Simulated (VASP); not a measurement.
# H9ClO4 in VASP: single point with PBE

Aim: the single point of H9ClO4 with PBE.

Everything below comes from runs of VASP 6.6.1. Logs are shortened: lines on timing, memory, paths and dates and some standing lists are left out, and cuts for length are marked.

## Step 1: The cell of the first run

The cell holds a disordered packing, 14 atoms: a = 5.550 Å, b = 5.550 Å, c = 5.550 Å, α = 90.00°, β = 90.00°, γ = 90.00°.

## Step 2: Single point, PBE

INCAR reads:

```
  PREC = Accurate
  ENCUT = 520
  EDIFF = 1E-6
  ISMEAR = -1
  SIGMA = 0.02
  LREAL = False
  LASPH = True
  NELM = 60
  ALGO = Normal
  ISIF = 2
  LWAVE = False
  LCHARG = False
  GGA = PE
  NBANDS = 33
```

KPOINTS reads:

```
regular mesh
0
Gamma
  1 1 1
```

POSCAR reads:

```
H9ClO4
1.0
    5.5504990000      0.0000000000      0.0000000000
    0.0000000000      5.5504990000      0.0000000000
    0.0000000000      0.0000000000      5.5504990000
O H Cl
4 9 1
Direct
    0.4298777571     -0.0948921414     -0.0595282209
   -0.0193425453      0.7405954424      0.6798008511
    0.6913211360      0.5605943711      0.2613715615
    0.7329621818      0.2555417702      0.6841054443
    0.3418457340     -0.0138841158      0.0699527588
    0.5197635386      0.0367593263     -0.1376597479
    0.1437002925      0.7703210074      0.7417634573
   -0.1035864255      0.8905230911      0.7141348806
    0.8110930358      0.6526811272      0.3514173065
    0.6165538453      0.6749717599      0.1482116032
    0.7924220006      0.4012994503      0.7658238425
    0.6415818919      0.3231518249      0.5478512817
    0.0095213247      0.2340550971      0.4913376146
    0.2108564323      0.2632974892      0.3686385667
```

Potentials or basis: VASP PAW PBE potentials, release 64 (O, H, Cl).

Run with:

```
$ cat potpaw_PBE.64/O/POTCAR potpaw_PBE.64/H/POTCAR potpaw_PBE.64/Cl/POTCAR > POTCAR
$ mpirun -np 1 vasp_gam > vasp.out
```

OUTCAR:

```text
PREC = Accurate
   ENCUT = 520
   EDIFF = 1E-6
   ISMEAR = -1
   LREAL = False
   LASPH = True
   NELM = 60
   ISIF = 2
   GGA = PE

 ion  position               nearest neighbor table
   1  0.430  0.905  0.940-   5 0.98   6 0.99
   2  0.981  0.741  0.680-   8 0.97   7 0.98
   3  0.691  0.561  0.261-   9 0.98  10 0.98
   4  0.733  0.256  0.684-  11 0.98  12 0.98
   5  0.342  0.986  0.070-   1 0.98
   6  0.520  0.037  0.862-   1 0.99
   7  0.144  0.770  0.742-   2 0.98
   8  0.896  0.891  0.714-   2 0.97
   9  0.811  0.653  0.351-   3 0.98
  10  0.617  0.675  0.148-   3 0.98
  11  0.792  0.401  0.766-   4 0.98
  12  0.642  0.323  0.548-   4 0.98
  13  0.010  0.234  0.491-  14 1.32
  14  0.211  0.263  0.369-  13 1.32

  LATTYP: Found a simple cubic cell.
 ALAT       =     5.5504990000

  Lattice vectors:

 A1 = (   5.5504990000,   0.0000000000,   0.0000000000)
 A2 = (   0.0000000000,   5.5504990000,   0.0000000000)
 A3 = (   0.0000000000,   0.0000000000,   5.5504990000)

Analysis of symmetry for initial positions (statically):
=====================================================================
 Subroutine PRICEL returns:
 Original cell was already a primitive cell.

 Routine SETGRP: Setting up the symmetry group for a
 simple cubic supercell.

 Subroutine GETGRP returns: Found  1 space group operations
 (whereof  1 operations were pure point group operations)
 out of a pool of 48 trial point group operations.

The static configuration has the point symmetry C_1 .

Analysis of symmetry for dynamics (positions and initial velocities):
=====================================================================
 Subroutine PRICEL returns:
 Original cell was already a primitive cell.

 Routine SETGRP: Setting up the symmetry group for a
 simple cubic supercell.

 Subroutine GETGRP returns: Found  1 space group operations
 (whereof  1 operations were pure point group operations)
 out of a pool of 48 trial point group operations.

The dynamic configuration has the point symmetry C_1 .

 Subroutine INISYM returns: Found  1 space group operations
 (whereof  1 operations are pure point group operations),
 and found     1 'primitive' translations

----------------------------------------------------------------------------------------

                                     Primitive cell

  volume of cell :     171.0000

  direct lattice vectors                    reciprocal lattice vectors
     5.550499000  0.000000000  0.000000000     0.180163982  0.000000000  0.000000000
     0.000000000  5.550499000  0.000000000     0.000000000  0.180163982  0.000000000
     0.000000000  0.000000000  5.550499000     0.000000000  0.000000000  0.180163982

  length of vectors
     5.550499000  5.550499000  5.550499000     0.180163982  0.180163982  0.180163982

  position of ions in fractional coordinates (direct lattice)
     0.429877757  0.905107859  0.940471779
     0.980657455  0.740595442  0.679800851
     0.691321136  0.560594371  0.261371561
     0.732962182  0.255541770  0.684105444
     0.341845734  0.986115884  0.069952759
     0.519763539  0.036759326  0.862340252
     0.143700293  0.770321007  0.741763457
     0.896413575  0.890523091  0.714134881
     0.811093036  0.652681127  0.351417306
     0.616553845  0.674971760  0.148211603
     0.792422001  0.401299450  0.765823842
     0.641581892  0.323151825  0.547851282
     0.009521325  0.234055097  0.491337615
     0.210856432  0.263297489  0.368638567

  ion indices of the primitive-cell ions
   primitive index   ion index
                 1           1
                 2           2
                 3           3
                 4           4
                 5           5
                 6           6
                 7           7
                 8           8
                 9           9
                10          10
                11          11
                12          12
                13          13
                14          14

----------------------------------------------------------------------------------------

 KPOINTS: regular mesh

Automatic generation of k-mesh.
 Grid dimensions read from file:
 generate k-points for:    1    1    1

 Generating k-lattice:

  Cartesian coordinates                     Fractional coordinates (reciprocal lattice)
     0.180163982  0.000000000  0.000000000     1.000000000  0.000000000  0.000000000
     0.000000000  0.180163982  0.000000000     0.000000000  1.000000000  0.000000000
     0.000000000  0.000000000  0.180163982     0.000000000  0.000000000  1.000000000

  Length of vectors
     0.180163982  0.180163982  0.180163982

  Shift w.r.t. Gamma in fractional coordinates (k-lattice)
     0.000000000  0.000000000  0.000000000

 Subroutine IBZKPT returns following result:
 ===========================================

 Found      1 irreducible k-points:

 Following reciprocal coordinates:
            Coordinates               Weight
  0.000000  0.000000  0.000000      1.000000
   k-points           NKPTS =      1   k-points in BZ     NKDIM =      1   number of bands    NBANDS=     33
   number of dos      NEDOS =    301   number of ions     NIONS =     14
   total plane-waves  NPLWV =  74088
   dimension x,y,z NGX =    42 NGY =   42 NGZ =   42
   dimension x,y,z NGXF=    84 NGYF=   84 NGZF=   84
   ions per type =               4   9   1
   NGX,Y,Z   is equivalent  to a cutoff of  12.58, 12.58, 12.58 a.u.
   NGXF,Y,Z  is equivalent  to a cutoff of  25.16, 25.16, 25.16 a.u.
 SYSTEM =  unknown system
   PREC   = accura    normal or accurate (medium, high low for compatibility)
   ISTART =      0    job   : 0-new  1-cont  2-samecut
   ICHARG =      2    charge: 1-file 2-atom 10-const
   ISPIN  =      1    spin polarized calculation?
   LNONCOLLINEAR =      F non collinear calculations
   LSORBIT =      F    spin-orbit coupling
   LASPH  =      T    aspherical Exc in radial PAW
   ENCUT  =  520.0 eV  38.22 Ry    6.18 a.u.  10.32 10.32 10.32*2*pi/ulx,y,z
   NELM   =     60;   NELMIN=  2; NELMDL= -5     # of ELM steps
   EDIFF  = 0.1E-05   stopping-criterion for ELM
   LREAL  =      F    real-space projection
   EDIFFG = 0.1E-04   stopping-criterion for IOM
   NSW    =      0    number of steps for IOM
   IBRION =     -1    ionic relax: 0-MD 1-quasi-New 2-CG
   NFREE  =      0    steps in history (QN), initial steepest desc. (CG)
   ISIF   =      2    stress and relaxation
   ISYM   =      2    0-nonsym 1-usesym 2-fastsym
   POTIM  = 0.5000    time-step for ionic-motion
   TEBEG  =    0.0;   TEEND  =   0.0 temperature during run
   PSTRESS=    0.0 pullay stress
   NELECT =      40.0000    total number of electrons
   NUPDOWN=      -1.0000    fix difference up-down
   EMIN   =  10.00;   EMAX   =-10.00  energy-range for DOS
   EFERMI =   0.00;   METHOD = LEGACY
   ISMEAR =    -1;   SIGMA  =   0.02  broadening in eV -4-tet -1-fermi 0-gaus
   EFERMI_NEDOS =   21; number of points for ismear=-14 and -15
   IALGO  =     38    algorithm
   IMIX   =      4    mixing-type and parameters
     AMIX     =   0.40;   BMIX     =  1.00
     AMIX_MAG =   1.60;   BMIX_MAG =  1.00
  volume/ion in A,a.u.               =      12.21        82.43
  Fermi-wavevector in a.u.,A,eV,Ry     =   1.008702  1.906170 13.843647  1.017479
  Thomas-Fermi vector in A             =   2.141585
   LORBIT       =      0    0 simple, 1 ext, 2 COOP (PROOUT), +10 PAW based schemes
   GGA     = PE    functional components
   LHFCALC =     F    Hartree Fock is set to
   AEXX    =    0.0000 exact exchange contribution
   IVDW    =     0    specifies the selected vdW correction
   LEPSILON=     F    determine dielectric tensor
   LRPA    =     F    only Hartree local field effects (RPA)
 non-spin polarized calculation
  energy-cutoff  :      520.00
  volume of cell :      171.00
 maximum number of plane-waves:      2313
 NGX is ok and might be reduce to    42
   NGX = 21   NGY = 21   NGZ = 21

 number of electron      39.9999993 magnetization

 Free energy of the ion-electron system (eV)
  ---------------------------------------------------
  ext. energy  EPLUGINS =         0.00000000
  ---------------------------------------------------
  free energy    TOTEN  =       -64.56450015 eV

  energy without entropy =      -64.56450015  energy(sigma->0) =      -64.56450015

 E-fermi :  -2.8859     XC(G=0):  -6.6158

 val. band max:       -3.4532554281   @ k =   0.0000   0.0000   0.0000
 cond. band min:       1.2269047483   @ k =   0.0000   0.0000   0.0000
 fundamental gap:      4.6801601764
 Fermi energy:        -2.8859433247

 k-point     1 :       0.0000    0.0000    0.0000
  band No.  band energies     occupation
      1     -22.5906      2.00000
      2     -22.1190      2.00000
      3     -21.8483      2.00000
      4     -21.3639      2.00000
      5     -17.3272      2.00000
      6     -10.1228      2.00000
[... 24 lines left out ...]
     31       8.0977      0.00000
     32       8.3917      0.00000
 [bands above 32 left out]

------------------------ aborting loop because EDIFF is reached ----------------------------------------

  FORCE on cell =-STRESS in cart. coord.  units (eV):
  Direction    XX          YY          ZZ          XY          YZ          ZX
  --------------------------------------------------------------------------------------
  -------------------------------------------------------------------------------------
  Total       -0.0035384     -0.4165912     -0.0940083     -0.3222127      0.3715631     -0.1993747
  in kB       -0.0331533     -3.9032344     -0.8808068     -3.0189581      3.4813447     -1.8680332
  external PRESSURE =      -1.6057315 kB  Pullay stress =       0.0000000 kB

 VOLUME and BASIS-vectors are now :
 -----------------------------------------------------------------------------
  energy-cutoff  :      520.00
  volume of cell :      171.00
      direct lattice vectors                 reciprocal lattice vectors
     5.550499000  0.000000000  0.000000000     0.180163982  0.000000000  0.000000000
     0.000000000  5.550499000  0.000000000     0.000000000  0.180163982  0.000000000
     0.000000000  0.000000000  5.550499000     0.000000000  0.000000000  0.180163982

 POSITION                                       TOTAL-FORCE (eV/Angst)
 -----------------------------------------------------------------------------------
      2.38604      5.02380      5.22009        -0.021757      0.061571      0.040832
      5.44314      4.11067      3.77323         0.006353     -0.020102     -0.020353
      3.83718      3.11158      1.45074        -0.096327      0.046485     -0.153565
      4.06831      1.41838      3.79713         0.028768      0.088006      0.076536
      1.89741      5.47344      0.38827        -0.062489     -0.024758      0.059644
      2.88495      0.20403      4.78642         0.045110     -0.006642     -0.083449
      0.79761      4.27567      4.11716         0.064989     -0.034406      0.000640
      4.97554      4.94285      3.96380        -0.067667      0.068256      0.008603
      4.50197      3.62271      1.95054         0.151961      0.007144      0.050262
      3.42218      3.74643      0.82265        -0.030859     -0.089038      0.133239
      4.39834      2.22741      4.25070         0.045910     -0.102478      0.027143
      3.56110      1.79365      3.04085        -0.057395      0.014896     -0.119602
      0.05285      1.29912      2.72717         0.029048      0.008875     -0.009894
      1.17036      1.46143      2.04613        -0.035644     -0.017809     -0.010035
 -----------------------------------------------------------------------------------
    total drift:                                0.000294      0.000328      0.000096

  FREE ENERGIE OF THE ION-ELECTRON SYSTEM (eV)
  ---------------------------------------------------
  free  energy   TOTEN  =       -64.5645001541 eV

  energy  without entropy=      -64.5645001541  energy(sigma->0) =      -64.56450015
```

Run time: 17 s. Hardware: 1 thread of AMD EPYC 7R43 (Zen 3), shared host; peak memory 0.19 GiB.

Results:

| Quantity | Value |
| --- | --- |
| Free energy | -64.5645 eV |
| Pressure | -0.2 GPa |
| Largest force | 0.187 eV/Å |

Forces in eV/Å, atoms in the order of the input:
```
O   -0.022  0.062  0.041
O    0.006 -0.020 -0.020
O   -0.096  0.046 -0.154
O    0.029  0.088  0.077
H   -0.062 -0.025  0.060
H    0.045 -0.007 -0.083
H    0.065 -0.034  0.001
H   -0.068  0.068  0.009
H    0.152  0.007  0.050
H   -0.031 -0.089  0.133
H    0.046 -0.102  0.027
H   -0.057  0.015 -0.120
H    0.029  0.009 -0.010
Cl  -0.036 -0.018 -0.010
```

Levels at points of the mesh, in eV from the Fermi level:
| k point | band 18 | band 19 | band 20 | band 21 | band 22 | band 23 |
| --- | --- | --- | --- | --- | --- | --- |
| (0.00, 0.00, 0.00) | -1.36 | -1.13 | -0.57 | 4.11 | 7.03 | 7.87 |

Caveat: the k points lie up to 1.13 Å⁻¹ apart.
